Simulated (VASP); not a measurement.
# Ga (Fm-3m) in VASP: settings compared

Aim: see how the results for Ga move with the level of theory and the settings. Levels: PBE, r2SCAN. Tasks: single point.

Program: VASP 6.6.1. These are calculated values, not measurements. Logs are shortened: lines on timing, memory, paths and dates and some standing lists are left out, and cuts for length are marked.

## (1) The cell of the first run

The structure is cubic, space group Fm-3m (No. 225). Conventional cell: a = 4.280 Å, b = 4.280 Å, c = 4.280 Å, α = 90.00°, β = 90.00°, γ = 90.00°. Ga (site symmetry m-3m) has 12 Ga at 3.03 Å within 4.0 Å.

## (2) Single point, PBE

Input file INCAR:

```
PREC = Accurate
ENCUT = 520
EDIFF = 1E-7
ISMEAR = 0
SIGMA = 0.05
LREAL = False
LASPH = True
NELM = 60
ALGO = Normal
ISIF = 2
LWAVE = False
LCHARG = False
GGA = PE
NBANDS = 12
```

Input file KPOINTS:

```
regular mesh
0
Gamma
  8 8 8
```

Input file POSCAR:

```
Ga
1.0
    0.0000000000      2.1397920650      2.1397920650
    2.1397920650      0.0000000000      2.1397920650
    2.1397920650      2.1397920650      0.0000000000
Ga
1
Direct
    0.0000000000      0.0000000000      0.0000000000
```

Potentials or basis: VASP PAW PBE potentials, release 64 (Ga_d).

Command:

```console
> cat potpaw_PBE.64/Ga_d/POTCAR > POTCAR
> mpirun -np 1 vasp_std > vasp.out
```

OUTCAR:

```text
PREC = Accurate
   ENCUT = 520
   EDIFF = 1E-7
   ISMEAR = 0
   LREAL = False
   LASPH = True
   NELM = 60
   ISIF = 2
   GGA = PE

 ion  position               nearest neighbor table
   1  0.000  0.000  0.000-

  LATTYP: Found a face centered cubic cell.
 ALAT       =     4.2795841300

  Lattice vectors:

 A1 = (   0.0000000000,   2.1397920650,   2.1397920650)
 A2 = (   2.1397920650,   0.0000000000,   2.1397920650)
 A3 = (   2.1397920650,   2.1397920650,   0.0000000000)

Analysis of symmetry for initial positions (statically):
=====================================================================
 Subroutine PRICEL returns:
 Original cell was already a primitive cell.

 Routine SETGRP: Setting up the symmetry group for a
 face centered cubic supercell.

 Subroutine GETGRP returns: Found 48 space group operations
 (whereof 48 operations were pure point group operations)
 out of a pool of 48 trial point group operations.

The static configuration has the point symmetry O_h .

Analysis of symmetry for dynamics (positions and initial velocities):
=====================================================================
 Subroutine PRICEL returns:
 Original cell was already a primitive cell.

 Routine SETGRP: Setting up the symmetry group for a
 face centered cubic supercell.

 Subroutine GETGRP returns: Found 48 space group operations
 (whereof 48 operations were pure point group operations)
 out of a pool of 48 trial point group operations.

The dynamic configuration has the point symmetry O_h .

 Subroutine INISYM returns: Found 48 space group operations
 (whereof 48 operations are pure point group operations),
 and found     1 'primitive' translations

----------------------------------------------------------------------------------------

                                     Primitive cell

  volume of cell :      19.5950

  direct lattice vectors                    reciprocal lattice vectors
     0.000000000  2.139792065  2.139792065    -0.233667564  0.233667564  0.233667564
     2.139792065  0.000000000  2.139792065     0.233667564 -0.233667564  0.233667564
     2.139792065  2.139792065  0.000000000     0.233667564  0.233667564 -0.233667564

  length of vectors
     3.026122959  3.026122959  3.026122959     0.404724093  0.404724093  0.404724093

  position of ions in fractional coordinates (direct lattice)
     0.000000000  0.000000000  0.000000000

  ion indices of the primitive-cell ions
   primitive index   ion index
                 1           1

----------------------------------------------------------------------------------------

 KPOINTS: regular mesh

Automatic generation of k-mesh.
 Grid dimensions read from file:
 generate k-points for:    8    8    8

 Generating k-lattice:

  Cartesian coordinates                     Fractional coordinates (reciprocal lattice)
    -0.029208446  0.029208446  0.029208446     0.125000000  0.000000000  0.000000000
     0.029208446 -0.029208446  0.029208446     0.000000000  0.125000000  0.000000000
     0.029208446  0.029208446 -0.029208446     0.000000000  0.000000000  0.125000000

  Length of vectors
     0.050590512  0.050590512  0.050590512

  Shift w.r.t. Gamma in fractional coordinates (k-lattice)
     0.000000000  0.000000000  0.000000000

 Subroutine IBZKPT returns following result:
 ===========================================

 Found     29 irreducible k-points:

 Following reciprocal coordinates:
            Coordinates               Weight
  0.000000  0.000000  0.000000      1.000000
  0.125000  0.000000  0.000000      8.000000
  0.250000  0.000000  0.000000      8.000000
  0.375000  0.000000  0.000000      8.000000
  0.500000  0.000000  0.000000      4.000000
  0.125000  0.125000  0.000000      6.000000
[... 16 lines left out ...]
  0.500000  0.250000  0.125000     48.000000
 -0.375000  0.250000  0.125000     24.000000
 [... further k-points ...]
   k-points           NKPTS =     29   k-points in BZ     NKDIM =     29   number of bands    NBANDS=     12
   number of dos      NEDOS =    301   number of ions     NIONS =      1
   total plane-waves  NPLWV =  13824
   dimension x,y,z NGX =    24 NGY =   24 NGZ =   24
   dimension x,y,z NGXF=    48 NGYF=   48 NGZF=   48
   ions per type =               1
   NGX,Y,Z   is equivalent  to a cutoff of  13.18, 13.18, 13.18 a.u.
   NGXF,Y,Z  is equivalent  to a cutoff of  26.37, 26.37, 26.37 a.u.
 SYSTEM =  unknown system
   PREC   = accura    normal or accurate (medium, high low for compatibility)
   ISTART =      0    job   : 0-new  1-cont  2-samecut
   ICHARG =      2    charge: 1-file 2-atom 10-const
   ISPIN  =      1    spin polarized calculation?
   LNONCOLLINEAR =      F non collinear calculations
   LSORBIT =      F    spin-orbit coupling
   LASPH  =      T    aspherical Exc in radial PAW
   ENCUT  =  520.0 eV  38.22 Ry    6.18 a.u.   5.63  5.63  5.63*2*pi/ulx,y,z
   NELM   =     60;   NELMIN=  2; NELMDL= -5     # of ELM steps
   EDIFF  = 0.1E-06   stopping-criterion for ELM
   LREAL  =      F    real-space projection
   EDIFFG = 0.1E-05   stopping-criterion for IOM
   NSW    =      0    number of steps for IOM
   IBRION =     -1    ionic relax: 0-MD 1-quasi-New 2-CG
   NFREE  =      0    steps in history (QN), initial steepest desc. (CG)
   ISIF   =      2    stress and relaxation
   ISYM   =      2    0-nonsym 1-usesym 2-fastsym
   POTIM  = 0.5000    time-step for ionic-motion
   TEBEG  =    0.0;   TEEND  =   0.0 temperature during run
   PSTRESS=    0.0 pullay stress
   NELECT =      13.0000    total number of electrons
   NUPDOWN=      -1.0000    fix difference up-down
   EMIN   =  10.00;   EMAX   =-10.00  energy-range for DOS
   EFERMI =   0.00;   METHOD = LEGACY
   ISMEAR =     0;   SIGMA  =   0.05  broadening in eV -4-tet -1-fermi 0-gaus
   EFERMI_NEDOS =   21; number of points for ismear=-14 and -15
   IALGO  =     38    algorithm
   IMIX   =      4    mixing-type and parameters
     AMIX     =   0.40;   BMIX     =  1.00
     AMIX_MAG =   1.60;   BMIX_MAG =  1.00
  volume/ion in A,a.u.               =      19.59       132.23
  Fermi-wavevector in a.u.,A,eV,Ry     =   1.427823  2.698194 27.737906  2.038679
  Thomas-Fermi vector in A             =   2.547951
   LORBIT       =      0    0 simple, 1 ext, 2 COOP (PROOUT), +10 PAW based schemes
   GGA     = PE    functional components
   LHFCALC =     F    Hartree Fock is set to
   AEXX    =    0.0000 exact exchange contribution
   IVDW    =     0    specifies the selected vdW correction
   LEPSILON=     F    determine dielectric tensor
   LRPA    =     F    only Hartree local field effects (RPA)
 non-spin polarized calculation
 Gauss-broadening in eV      SIGMA  =   0.05
  energy-cutoff  :      520.00
  volume of cell :       19.59
 maximum number of plane-waves:       544
 NGX is ok and might be reduce to    24
   NGX = 11   NGY = 11   NGZ = 11

 number of electron      13.0000004 magnetization

 Free energy of the ion-electron system (eV)
  ---------------------------------------------------
  ext. energy  EPLUGINS =         0.00000000
  ---------------------------------------------------
  free energy    TOTEN  =        -2.85993517 eV

  energy without entropy =       -2.85960290  energy(sigma->0) =       -2.85976903

 E-fermi :   5.3965     XC(G=0): -10.8322

 val. band max:        5.0973406591   @ k =   0.5000   0.3750   0.0000
 cond. band min:       5.4684889952   @ k =   0.5000   0.2500   0.1250
 fundamental gap:      0.3711483360
 Fermi energy:         5.3964758890

 k-point     1 :       0.0000    0.0000    0.0000
  band No.  band energies     occupation
      1      -9.6563      2.00000
      2      -9.6563      2.00000
      3      -9.6563      2.00000
      4      -9.5473      2.00000
      5      -9.5473      2.00000
      6      -5.5469      2.00000
      7      17.0173      0.00000
      8      17.0173      0.00000
      9      17.0173      0.00000
     10      20.8385      0.00000
     11      20.9574      0.00000
     12      20.9574      0.00000

 k-point     2 :       0.1250    0.0000    0.0000
  band No.  band energies     occupation
      1      -9.6613      2.00000
      2      -9.6414      2.00000
      3      -9.6414      2.00000
      4      -9.5481      2.00000
      5      -9.5481      2.00000
      6      -5.1557      2.00000
      7      13.5070      0.00000
      8      16.3723      0.00000
      9      16.3723      0.00000
     10      19.4566      0.00000
     11      22.0590      0.00000
     12      22.0590      0.00000

 k-point     3 :       0.2500    0.0000    0.0000
  band No.  band energies     occupation
      1      -9.6805      2.00000
      2      -9.6302      2.00000
      3      -9.6302      2.00000
      4      -9.5246      2.00000
      5      -9.5246      2.00000
      6      -3.9705      2.00000
      7       8.7127      0.00000
      8      15.4682      0.00000
      9      15.4682      0.00000
     10      19.0495      0.00000
     11      21.5750      0.00000
     12      21.5750      0.00000
[... 286 lines left out ...]
 k-point    23 :       0.5000    0.2500    0.1250
  band No.  band energies     occupation
      1      -9.6857      2.00000
      2      -9.6539      2.00000
      3      -9.5837      2.00000
      4      -9.5265      2.00000
      5      -9.4726      2.00000
      6      -0.9557      2.00000
      7       5.4685      0.04167
      8       9.3759      0.00000
      9      11.8301      0.00000
     10      18.0831      0.00000
     11      20.7204      0.00000
     12      22.8507      0.00000

 k-point    24 :      -0.3750    0.2500    0.1250
  band No.  band energies     occupation
      1      -9.6723      2.00000
      2      -9.6715      2.00000
      3      -9.5716      2.00000
      4      -9.5357      2.00000
      5      -9.4585      2.00000
      6       1.2289      2.00000
      7       2.5474      2.00000
      8       9.5100      0.00000
      9      10.9467      0.00000
     10      18.0291      0.00000
     11      20.3770      0.00000
     12      26.1523      0.00000

 [... further k-points ...]

------------------------ aborting loop because EDIFF is reached ----------------------------------------

  FORCE on cell =-STRESS in cart. coord.  units (eV):
  Direction    XX          YY          ZZ          XY          YZ          ZX
  --------------------------------------------------------------------------------------
  -------------------------------------------------------------------------------------
  Total       -0.1590959     -0.1590959     -0.1590959      0.0000000     -0.0000000      0.0000000
  in kB      -13.0084270    -13.0084270    -13.0084270      0.0000000     -0.0000000      0.0000000
  external PRESSURE =     -13.0084270 kB  Pullay stress =       0.0000000 kB

 VOLUME and BASIS-vectors are now :
 -----------------------------------------------------------------------------
  energy-cutoff  :      520.00
  volume of cell :       19.59
      direct lattice vectors                 reciprocal lattice vectors
     0.000000000  2.139792065  2.139792065    -0.233667564  0.233667564  0.233667564
     2.139792065  0.000000000  2.139792065     0.233667564 -0.233667564  0.233667564
     2.139792065  2.139792065  0.000000000     0.233667564  0.233667564 -0.233667564

 POSITION                                       TOTAL-FORCE (eV/Angst)
 -----------------------------------------------------------------------------------
      0.00000      0.00000      0.00000         0.000000      0.000000      0.000000
 -----------------------------------------------------------------------------------
    total drift:                               -0.000000      0.000000      0.000000

  FREE ENERGIE OF THE ION-ELECTRON SYSTEM (eV)
  ---------------------------------------------------
  free  energy   TOTEN  =        -2.8599351679 eV

  energy  without entropy=       -2.8596028953  energy(sigma->0) =       -2.85976903
```

Wall time 3 s (1 thread of Intel Xeon 6975P-C (Granite Rapids), shared host); peak memory 0.13 GiB.

What came out:

```yaml
Free_energy: -2.8599 eV
Pressure: -1.3 GPa
```

## (3) Single point, PBE

This run uses another cell than the first one, of 19.42 Å³/atom, 0.991 times its volume.

Input file INCAR:

```
SYSTEM = Ga
PREC     = Accurate       ! precision mode
ENCUT    = 520            ! plane-wave cutoff, eV
EDIFF    = 1E-7           ! SCF threshold, eV
ISMEAR   = 0              ! smearing method
SIGMA    = 0.05           ! smearing width, eV
LREAL    = .FALSE.        ! projectors in reciprocal space
LASPH    = .TRUE.         ! aspherical terms in the spheres
NELM     = 100            ! most SCF steps
ALGO     = Normal         ! electronic algorithm
ISIF     = 2              ! what is computed and relaxed
LWAVE    = .FALSE.        ! write WAVECAR
LCHARG   = .FALSE.        ! write CHGCAR
GGA      = PE             ! functional
NBANDS   = 12             ! bands
```

Input file KPOINTS:

```
Automatic mesh
0
G
  8 8 8
  0 0 0
```

Input file POSCAR:

```
Ga
1.0
    0.0000000000      2.1332476339      2.1332476339
    2.1332476339      0.0000000000      2.1332476339
    2.1332476339      2.1332476339      0.0000000000
Ga
1
Direct
    0.0000000000      0.0000000000      0.0000000000
```

Potentials or basis: VASP PAW PBE potentials, release 64 (Ga_d).

Command:

```console
> cat potpaw_PBE.64/Ga_d/POTCAR > POTCAR
> mpirun -np 1 vasp_std > vasp.out
```

It took 3 s on 1 thread of Intel Xeon 6975P-C (Granite Rapids), shared host; peak memory 0.13 GiB.

The run converged. Its results:

- Free energy: -2.8612 eV
- Pressure: -0.9 GPa

Levels at points of the mesh, in eV from the Fermi level:
| k point | band 4 | band 5 | band 6 | band 7 | band 8 | band 9 |
| --- | --- | --- | --- | --- | --- | --- |
| (0.00, 0.00, 0.00) | -14.95 | -14.95 | -11.01 | 11.72 | 11.72 | 11.72 |
| (0.50, 0.00, 0.00) | -14.85 | -14.85 | -5.12 | -4.01 | 9.43 | 9.43 |
| (0.50, 0.50, 0.00) | -14.83 | -14.83 | -2.63 | -2.58 | 4.66 | 4.66 |

## (4) Single point, PBE

This run uses another cell than the first one, of 19.03 Å³/atom, 0.971 times its volume.

Input file INCAR:

```
SYSTEM = Ga
PREC = Accurate ; ENCUT = 520
EDIFF = 1E-6 ; ISMEAR = 0
SIGMA = 0.05 ; LREAL = .False.
LASPH = .True. ; NELM = 80
ALGO = Normal ; ISIF = 2
LWAVE = .False. ; LCHARG = .False.
GGA = PE ; NBANDS = 12
```

Input file KPOINTS:

```
regular mesh
0
Gamma
  8 8 8
  0 0 0
```

Input file POSCAR:

```
Ga
1.0
    0.0000000000      2.1190890548      2.1190890548
    2.1190890548      0.0000000000      2.1190890548
    2.1190890548      2.1190890548      0.0000000000
Ga
1
Direct
    0.0000000000      0.0000000000      0.0000000000
```

Command:

```console
> cat potpaw_PBE.64/Ga_d/POTCAR > POTCAR
> mpirun -np 1 vasp_std > vasp.out
```

It took 2.8 s on 1 thread of Intel Xeon 6975P-C (Granite Rapids), shared host; peak memory 0.13 GiB.

The run converged. Its results:

* Free energy: -2.8621 eV
* Pressure: 0.1 GPa

Levels at points of the mesh, in eV from the Fermi level:
```tsv
k point	band 2	band 3	band 4	band 5	band 6	band 7	band 8	band 9	band 10	band 11
(0.00, 0.00, 0.00)	-15.09	-15.09	-14.97	-14.97	-11.17	11.93	11.93	11.93	15.59	15.81
(0.50, 0.00, 0.00)	-15.08	-15.08	-14.87	-14.87	-5.14	-4.12	9.59	9.59	14.26	14.26
(0.50, 0.50, 0.00)	-15.19	-14.87	-14.84	-14.84	-2.71	-2.55	4.71	4.71	8.17	8.25
```

## (5) Single point, r2SCAN

This run uses another cell than the first one, of 17.91 Å³/atom, 0.914 times its volume.

Input file POSCAR:

```
Ga
1.0
    0.0000000000      2.0765303543      2.0765303543
    2.0765303543      0.0000000000      2.0765303543
    2.0765303543      2.0765303543      0.0000000000
Ga
1
Direct
    0.0000000000      0.0000000000      0.0000000000
```

Input file INCAR.step1:

```
PREC = Accurate
ENCUT = 520
ISMEAR = 0
SIGMA = 0.05
LREAL = False
LASPH = True
NELM = 100
NBANDS = 12
GGA = PE
ALGO = Normal
EDIFF = 1E-4
LWAVE = True
LCHARG = False
```

Input file INCAR.step2:

```
PREC = Accurate
ENCUT = 520
EDIFF = 1E-6
ISMEAR = 0
SIGMA = 0.05
LREAL = False
LASPH = True
NELM = 100
ALGO = Normal
ISIF = 2
LWAVE = False
LCHARG = False
METAGGA = R2SCAN
LMIXTAU = True
NBANDS = 12
ISTART = 1
```

Input file KPOINTS:

```
Automatic mesh
0
Gamma
  18 18 18
```

Command:

```console
> cat potpaw_PBE.64/Ga_d/POTCAR > POTCAR
> cp INCAR.step1 INCAR
> mpirun -np 1 vasp_std > vasp.out
> cp INCAR.step2 INCAR
> mpirun -np 1 vasp_std > vasp.out
```

It took 48 s on 1 thread of Intel Xeon 6975P-C (Granite Rapids), shared host; peak memory 0.17 GiB.

It converged, with:

| Item | Value |
| --- | --- |
| Free energy | -11.3046 eV |
| Pressure | 0.1 GPa |

Levels at points of the mesh, in eV from the Fermi level:
```csv
k point,band 4,band 5,band 6,band 7,band 8,band 9
"(0.00, 0.00, 0.00)",-15.47,-15.47,-12.20,13.46,13.46,13.46
"(0.50, 0.00, 0.00)",-15.35,-15.35,-5.33,-4.62,10.79,10.79
"(0.50, 0.50, 0.00)",-15.32,-15.32,-3.12,-2.31,5.24,5.24
```

Caveat: the PAW data sets were made with another functional, which shifts forces and pressure a little.

## (6) Overview

```tsv
level	cell	k mesh	gap on the mesh (eV)	pressure (GPa)
PBE	a = 3.026 Å, angles 60.0°, 1 atom	8 × 8 × 8	none	-1.3
PBE	a = 3.017 Å, angles 60.0°, 1 atom	8 × 8 × 8	none	-0.9
PBE	a = 2.997 Å, angles 60.0°, 1 atom	8 × 8 × 8	none	0.1
r2SCAN	a = 2.937 Å, angles 60.0°, 1 atom	18 × 18 × 18	none	0.1
```

Alike in all rows: task single point; potentials or basis VASP PAW PBE potentials, release 64 (Ga_d); no spin polarisation; cutoff (eV) 520; smearing gaussian 0.05 eV.

Caveats: the PAW data sets were made with another functional, which shifts forces and pressure a little (some runs).

Total energies depend on the potentials used, so only differences within one code and one set of settings carry meaning.
